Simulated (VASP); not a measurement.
# InSb (Pmmn) in VASP: a series of runs

Runs on InSb. Level: PBEsol. Tasks: relaxation of shape and atoms at fixed volume.

Everything below comes from runs of VASP 6.6.1. Logs are shortened: lines on timing, memory, paths and dates and some standing lists are left out, and cuts for length are marked.

## Step 1: The cell of the first run

Symmetry: Pmmn, No. 59, orthorhombic system. Conventional cell: a = 5.726 Å, b = 5.794 Å, c = 3.275 Å, α = 90.00°, β = 90.00°, γ = 90.00°. In (site symmetry mm2) has 8 Sb at 3.04 to 3.73 Å and 6 In at 3.27 to 4.08 Å within 4.1 Å. Sb (site symmetry mm2) has 8 In at 3.04 to 3.73 Å and 2 Sb at 3.27 Å within 4.0 Å.

## Step 2: Relaxation of shape and atoms at fixed volume, PBEsol (27.16 Å³/atom)

INCAR

```
SYSTEM = InSb
PREC = Accurate
ENCUT = 600
EDIFF = 1E-6
ISMEAR = 0
SIGMA = 0.05
LREAL = .FALSE.
LASPH = .TRUE.
NELM = 80
ALGO = Fast
ISIF = 4
LWAVE = .FALSE.
LCHARG = .FALSE.
GGA = PS
IBRION = 2
NSW = 60
EDIFFG = -0.01
```

KPOINTS

```
Automatic mesh
0
G
  6 6 10
  0 0 0
```

POSCAR

```
InSb
1.0
    5.7260445700      0.0000000000      0.0000000000
    0.0000000000      5.7942348634      0.0000000000
    0.0000000000      0.0000000000      3.2745891481
In Sb
2 2
Direct
    0.0000000000      0.0000000000      0.0224993589
    0.5000000000      0.5000000000     -0.0224993589
    0.5000000000      0.0000000000      0.6973635282
    0.0000000000      0.5000000000      0.3026364718
```

Potentials or basis: VASP PAW PBE potentials, release 64 (In_d, Sb).

Started as:

```console
$ cat potpaw_PBE.64/In_d/POTCAR potpaw_PBE.64/Sb/POTCAR > POTCAR
$ mpirun -np 1 vasp_std > vasp.out
```

OUTCAR:

```text
SYSTEM = InSb
   PREC = Accurate
   ENCUT = 600
   EDIFF = 1E-6
   ISMEAR = 0
   LREAL = .FALSE.
   LASPH = .TRUE.
   NELM = 80
   ISIF = 4
   GGA = PS
   IBRION = 2
   NSW = 60
   EDIFFG = -0.01

 ion  position               nearest neighbor table
   1  0.000  0.000  0.022-   4 3.04   4 3.04   3 3.05   3 3.05   3 3.62   3 3.62   4 3.73   4 3.73

   2  0.500  0.500  0.978-   3 3.04   3 3.04   4 3.05   4 3.05   4 3.62   4 3.62   3 3.73   3 3.73

   3  0.500  0.000  0.697-   2 3.04   2 3.04   1 3.05   1 3.05   1 3.62   1 3.62   2 3.73   2 3.73

   4  0.000  0.500  0.303-   1 3.04   1 3.04   2 3.05   2 3.05   2 3.62   2 3.62   1 3.73   1 3.73

  LATTYP: Found a simple orthorhombic cell.
 ALAT       =     3.2745891481
 B/A-ratio  =     1.7486299230
 C/A-ratio  =     1.7694539991

  Lattice vectors:

 A1 = (   0.0000000000,   0.0000000000,   3.2745891481)
 A2 = (   5.7260445700,   0.0000000000,   0.0000000000)
 A3 = (   0.0000000000,   5.7942348634,   0.0000000000)

Analysis of symmetry for initial positions (statically):
=====================================================================
 Subroutine PRICEL returns:
 Original cell was already a primitive cell.

 Routine SETGRP: Setting up the symmetry group for a
 simple orthorhombic supercell.

 Subroutine GETGRP returns: Found  8 space group operations
 (whereof  4 operations were pure point group operations)
 out of a pool of  8 trial point group operations.

The static configuration has the point symmetry C_2v.
 The point group associated with its full space group is D_2h.

Analysis of symmetry for dynamics (positions and initial velocities):
=====================================================================
 Subroutine PRICEL returns:
 Original cell was already a primitive cell.

 Routine SETGRP: Setting up the symmetry group for a
 simple orthorhombic supercell.

 Subroutine GETGRP returns: Found  8 space group operations
 (whereof  4 operations were pure point group operations)
 out of a pool of  8 trial point group operations.

The dynamic configuration has the point symmetry C_2v.
 The point group associated with its full space group is D_2h.

 Subroutine INISYM returns: Found  8 space group operations
 (whereof  4 operations are pure point group operations),
 and found     1 'primitive' translations

----------------------------------------------------------------------------------------

                                     Primitive cell

  volume of cell :     108.6445

  direct lattice vectors                    reciprocal lattice vectors
     5.726044570  0.000000000  0.000000000     0.174640625  0.000000000  0.000000000
     0.000000000  5.794234863  0.000000000     0.000000000  0.172585341  0.000000000
     0.000000000  0.000000000  3.274589148     0.000000000  0.000000000  0.305381822

  length of vectors
     5.726044570  5.794234863  3.274589148     0.174640625  0.172585341  0.305381822

  position of ions in fractional coordinates (direct lattice)
     0.000000000  0.000000000  0.022499359
     0.500000000  0.500000000  0.977500641
     0.500000000  0.000000000  0.697363528
     0.000000000  0.500000000  0.302636472

  ion indices of the primitive-cell ions
   primitive index   ion index
                 1           1
                 2           2
                 3           3
                 4           4

----------------------------------------------------------------------------------------

 KPOINTS: Automatic mesh

Automatic generation of k-mesh.
 Grid dimensions read from file:
 generate k-points for:    6    6   10

 Generating k-lattice:

  Cartesian coordinates                     Fractional coordinates (reciprocal lattice)
     0.029106771  0.000000000  0.000000000     0.166666667  0.000000000  0.000000000
     0.000000000  0.028764224  0.000000000     0.000000000  0.166666667  0.000000000
     0.000000000  0.000000000  0.030538182     0.000000000  0.000000000  0.100000000

  Length of vectors
     0.029106771  0.028764224  0.030538182

  Shift w.r.t. Gamma in fractional coordinates (k-lattice)
     0.000000000  0.000000000  0.000000000

 Subroutine IBZKPT returns following result:
 ===========================================

 Found     96 irreducible k-points:

 Following reciprocal coordinates:
            Coordinates               Weight
  0.000000  0.000000  0.000000      1.000000
  0.166667  0.000000  0.000000      2.000000
  0.333333  0.000000  0.000000      2.000000
  0.500000  0.000000  0.000000      1.000000
  0.000000  0.166667  0.000000      2.000000
  0.166667  0.166667  0.000000      4.000000
[... 16 lines left out ...]
  0.333333  0.166667  0.100000      8.000000
  0.500000  0.166667  0.100000      4.000000
 [... further k-points ...]
   k-points           NKPTS =     96   k-points in BZ     NKDIM =     96   number of bands    NBANDS=     22
   number of dos      NEDOS =    301   number of ions     NIONS =      4
   total plane-waves  NPLWV =  64512
   dimension x,y,z NGX =    48 NGY =   48 NGZ =   28
   dimension x,y,z NGXF=    96 NGYF=   96 NGZF=   56
   ions per type =               2   2
   NGX,Y,Z   is equivalent  to a cutoff of  13.94, 13.77, 14.22 a.u.
   NGXF,Y,Z  is equivalent  to a cutoff of  27.87, 27.54, 28.43 a.u.
 SYSTEM =  InSb
   PREC   = accura    normal or accurate (medium, high low for compatibility)
   ISTART =      0    job   : 0-new  1-cont  2-samecut
   ICHARG =      2    charge: 1-file 2-atom 10-const
   ISPIN  =      1    spin polarized calculation?
   LNONCOLLINEAR =      F non collinear calculations
   LSORBIT =      F    spin-orbit coupling
   LASPH  =      T    aspherical Exc in radial PAW
   ENCUT  =  600.0 eV  44.10 Ry    6.64 a.u.  11.44 11.57  6.54*2*pi/ulx,y,z
   NELM   =     80;   NELMIN=  2; NELMDL= -5     # of ELM steps
   EDIFF  = 0.1E-05   stopping-criterion for ELM
   LREAL  =      F    real-space projection
   EDIFFG = -.1E-01   stopping-criterion for IOM
   NSW    =     60    number of steps for IOM
   IBRION =      2    ionic relax: 0-MD 1-quasi-New 2-CG
   NFREE  =      1    steps in history (QN), initial steepest desc. (CG)
   ISIF   =      4    stress and relaxation
   ISYM   =      2    0-nonsym 1-usesym 2-fastsym
   POTIM  = 0.5000    time-step for ionic-motion
   TEBEG  =    0.0;   TEEND  =   0.0 temperature during run
   PSTRESS=    0.0 pullay stress
   NELECT =      36.0000    total number of electrons
   NUPDOWN=      -1.0000    fix difference up-down
   EMIN   =  10.00;   EMAX   =-10.00  energy-range for DOS
   EFERMI =   0.00;   METHOD = LEGACY
   ISMEAR =     0;   SIGMA  =   0.05  broadening in eV -4-tet -1-fermi 0-gaus
   EFERMI_NEDOS =   21; number of points for ismear=-14 and -15
   IALGO  =     68    algorithm
   IMIX   =      4    mixing-type and parameters
     AMIX     =   0.40;   BMIX     =  1.00
     AMIX_MAG =   1.60;   BMIX_MAG =  1.00
  volume/ion in A,a.u.               =      27.16       183.29
  Fermi-wavevector in a.u.,A,eV,Ry     =   1.132852  2.140780 17.461082  1.283353
  Thomas-Fermi vector in A             =   2.269554
   LORBIT       =      0    0 simple, 1 ext, 2 COOP (PROOUT), +10 PAW based schemes
   GGA     = PS    functional components
   LHFCALC =     F    Hartree Fock is set to
   AEXX    =    0.0000 exact exchange contribution
   IVDW    =     0    specifies the selected vdW correction
   LEPSILON=     F    determine dielectric tensor
   LRPA    =     F    only Hartree local field effects (RPA)
 conjugate gradient relaxation of ions
 non-spin polarized calculation
 RMM-DIIS sequential band-by-band and
 Gauss-broadening in eV      SIGMA  =   0.05
  energy-cutoff  :      600.00
  volume of cell :      108.64
 maximum number of plane-waves:      3655
 NGX is ok and might be reduce to    48
   NGX = 23   NGY = 23   NGZ = 13

--------------------------------------- Ionic step        1  -------------------------------------------

 number of electron      36.0000000 magnetization

 Free energy of the ion-electron system (eV)
  ---------------------------------------------------
  ext. energy  EPLUGINS =         0.00000000
  ---------------------------------------------------
  free energy    TOTEN  =       -15.11611576 eV

  energy without entropy =      -15.11437768  energy(sigma->0) =      -15.11524672

------------------------ aborting loop because EDIFF is reached ----------------------------------------

  FORCE on cell =-STRESS in cart. coord.  units (eV):
  Direction    XX          YY          ZZ          XY          YZ          ZX
  --------------------------------------------------------------------------------------
  -------------------------------------------------------------------------------------
  Total       -0.7403635     -0.7200433     -0.6662000      0.0000000      0.0000000      0.0000000
  in kB      -10.9181222    -10.6184603     -9.8244342      0.0000000      0.0000000      0.0000000
  external PRESSURE =     -10.4536722 kB  Pullay stress =       0.0000000 kB
[... 137 lines left out ...]
  energy  without entropy=      -15.1145935403  energy(sigma->0) =      -15.11543841

--------------------------------------- Ionic step        5  -------------------------------------------

 number of electron      36.0000000 magnetization

 Free energy of the ion-electron system (eV)
  ---------------------------------------------------
  ext. energy  EPLUGINS =         0.00000000
  ---------------------------------------------------
  free energy    TOTEN  =       -15.11641219 eV

  energy without entropy =      -15.11463337  energy(sigma->0) =      -15.11552278

 E-fermi :   7.4393     XC(G=0): -10.2081

 val. band max:        7.4207475446   @ k =   0.5000   0.1667   0.4000
 cond. band min:       7.4456793521   @ k =   0.3333   0.1667   0.4000
 fundamental gap:      0.0249318075
 Fermi energy:         7.4392563773

 k-point     1 :       0.0000    0.0000    0.0000
  band No.  band energies     occupation
      1      -7.2414      2.00000
      2      -7.2006      2.00000
      3      -7.1765      2.00000
      4      -7.0382      2.00000
      5      -7.0083      2.00000
      6      -6.9457      2.00000
[... 574 lines left out ...]
      6      -6.9885      2.00000
[... 14 lines left out ...]
     21      10.9740      0.00000
     22      10.9740      0.00000

 [... further k-points ...]

------------------------ aborting loop because EDIFF is reached ----------------------------------------

  FORCE on cell =-STRESS in cart. coord.  units (eV):
  Direction    XX          YY          ZZ          XY          YZ          ZX
  --------------------------------------------------------------------------------------
  -------------------------------------------------------------------------------------
  Total       -0.6694196     -0.6614254     -0.7027242      0.0000000      0.0000000      0.0000000
  in kB       -9.8719147     -9.7540239    -10.3630565      0.0000000      0.0000000      0.0000000
  external PRESSURE =      -9.9963317 kB  Pullay stress =       0.0000000 kB
[... 19 lines left out ...]
  FREE ENERGIE OF THE ION-ELECTRON SYSTEM (eV)
  ---------------------------------------------------
  free  energy   TOTEN  =       -15.1164121890 eV

  energy  without entropy=      -15.1146333661  energy(sigma->0) =      -15.11552278

 reached required accuracy - stopping structural energy minimisation
```

Wall time 17 min (1 thread of Oxide Virtual Turin-like, shared host); peak memory 0.4 GiB.

Results:

| Property | Result |
| --- | --- |
| Free energy | -15.1164 eV |
| Energy gained by relaxing | 0.1 meV/atom |
| Ionic steps | 5 |
| Pressure after relaxing | -1.0 GPa |
| Largest force after relaxing | 0.007 eV/Å |
| Band gap on the k mesh | zero (bands 18 and 19 overlap by 3.08 eV) |

Forces in eV/Å, atoms in the order of the input:
```
In   0.000  0.000 -0.003
In   0.000  0.000  0.003
Sb   0.000  0.000  0.007
Sb   0.000  0.000 -0.007
```

Step by step:
```tsv
step	energy change (eV)	largest force (eV/Å)	pressure (GPa)	volume (Å³)
1	0.0000	0.0234	-1.05	108.64
2	-0.0001	0.0201	-1.05	108.64
3	-0.0001	0.0155	-1.04	108.64
4	-0.0002	0.0131	-1.02	108.64
5	-0.0003	0.0068	-1.00	108.64
```

Final structure:
```yaml
crystal:
  lattice:
    - [5.72433, 0.00000, 0.00000]
    - [0.00000, 5.79332, 0.00000]
    - [0.00000, 0.00000, 3.27609]
  atoms:
    - { symbol: In, position: [0.00000, 0.00000, 0.02262] }
    - { symbol: In, position: [0.50000, 0.50000, 0.97738] }
    - { symbol: Sb, position: [0.50000, 0.00000, 0.70032] }
    - { symbol: Sb, position: [0.00000, 0.50000, 0.29968] }
```

Caveat: the PAW data sets were made with another functional, which shifts forces and pressure a little; spin-orbit coupling is left out, which moves the levels of the heavy elements.

## Step 3: Relaxation of shape and atoms at fixed volume, PBEsol (27.69 Å³/atom)

This run uses another cell than the first one, of 27.69 Å³/atom.

INCAR

```
PREC     = Accurate       # precision mode
ENCUT    = 600            # plane-wave cutoff, eV
EDIFF    = 1E-7           # SCF threshold, eV
ISMEAR   = 0              # smearing method
SIGMA    = 0.05           # smearing width, eV
LREAL    = False          # projectors in reciprocal space
LASPH    = True           # aspherical terms in the spheres
NELM     = 60             # most SCF steps
ALGO     = Fast           # electronic algorithm
ISIF     = 4              # what is computed and relaxed
LWAVE    = False          # write WAVECAR
LCHARG   = False          # write CHGCAR
GGA      = PS             # functional
IBRION   = 2              # ionic algorithm
NSW      = 60             # ionic steps
EDIFFG   = -0.01          # ionic threshold
```

KPOINTS

```
Automatic mesh
0
Gamma
  6 6 10
```

POSCAR

```
InSb
1.0
    5.7606920887      0.0000000000      0.0000000000
    0.0000000000      5.8322279727      0.0000000000
    0.0000000000      0.0000000000      3.2970964417
In Sb
2 2
Direct
    0.0000000000      0.0000000000      0.0229633839
    0.5000000000      0.5000000000     -0.0229633839
    0.5000000000      0.0000000000      0.7026192207
    0.0000000000      0.5000000000      0.2973807793
```

Potentials or basis: VASP PAW PBE potentials, release 64 (In_d, Sb).

Started as:

```console
$ cat potpaw_PBE.64/In_d/POTCAR potpaw_PBE.64/Sb/POTCAR > POTCAR
$ mpirun -np 1 vasp_std > vasp.out
```

It took 21 min on 1 thread of Oxide Virtual Turin-like, shared host; peak memory 0.41 GiB.

Results (log left out):

```
Free energy                  : -15.0976 eV
Energy gained by relaxing    : 0.1 meV/atom
Ionic steps                  : 6
Pressure after relaxing      : -1.9 GPa
Largest force after relaxing : 0.004 eV/Å
Band gap on the k mesh       : zero (bands 18 and 19 overlap by 3.05 eV)
```

Forces in eV/Å, atoms in the order of the input:
```
In   0.000  0.000 -0.001
In   0.000  0.000  0.001
Sb   0.000  0.000  0.004
Sb   0.000  0.000 -0.004
```

The path:
```csv
step,energy change (eV),largest force (eV/Å),pressure (GPa),volume (Å³)
1,0.0000,0.0213,-1.93,110.77
2,0.0000,0.0199,-1.92,110.77
3,-0.0001,0.0157,-1.91,110.77
4,-0.0003,0.0075,-1.89,110.77
5,-0.0003,0.0066,-1.88,110.77
6,-0.0003,0.0044,-1.87,110.77
```

Final structure:
```cif
data_structure
_symmetry_space_group_name_H-M 'P 1'
_symmetry_Int_Tables_number 1
_cell_length_a 5.7646
_cell_length_b 5.8332
_cell_length_c 3.2943
_cell_angle_alpha 90.000
_cell_angle_beta 90.000
_cell_angle_gamma 90.000
_cell_volume 110.77
loop_
_atom_site_label
_atom_site_type_symbol
_atom_site_fract_x
_atom_site_fract_y
_atom_site_fract_z
_atom_site_occupancy
In1 In 0.00000 0.00000 0.02272 1
In2 In 0.50000 0.50000 0.97728 1
Sb1 Sb 0.50000 0.00000 0.70684 1
Sb2 Sb 0.00000 0.50000 0.29316 1
```

Levels at points of the mesh, in eV from the Fermi level:
```tsv
k point	band 15	band 16	band 17	band 18	band 19	band 20	band 21	band 22
(0.00, 0.00, 0.00)	-4.61	-3.01	-1.89	-1.84	3.11	3.35	3.87	5.45
(0.50, 0.00, 0.00)	-3.56	-3.56	0.49	0.49	3.16	3.16	4.06	4.06
(0.00, 0.50, 0.00)	-3.55	-3.55	0.33	0.33	3.08	3.08	4.02	4.02
(0.50, 0.50, 0.00)	-0.20	-0.20	1.74	1.74	2.18	2.18	2.18	2.18
(0.00, 0.00, 0.50)	-2.33	-1.86	-1.72	-1.12	-0.94	-0.72	0.75	1.14
(0.50, 0.00, 0.50)	-2.13	-2.13	-1.44	-1.44	-1.31	-1.31	2.31	2.31
(0.00, 0.50, 0.50)	-2.01	-2.01	-1.23	-1.23	-1.12	-1.12	2.04	2.04
(0.50, 0.50, 0.50)	-4.07	-4.07	-3.14	-3.14	2.82	2.82	3.50	3.50
```

Caveat: the PAW data sets were made with another functional, which shifts forces and pressure a little; spin-orbit coupling is left out, which moves the levels of the heavy elements.

(Continued in part 2 of 2.)

The gap in the log of VASP goes by the Fermi energy; the results here count the filled bands.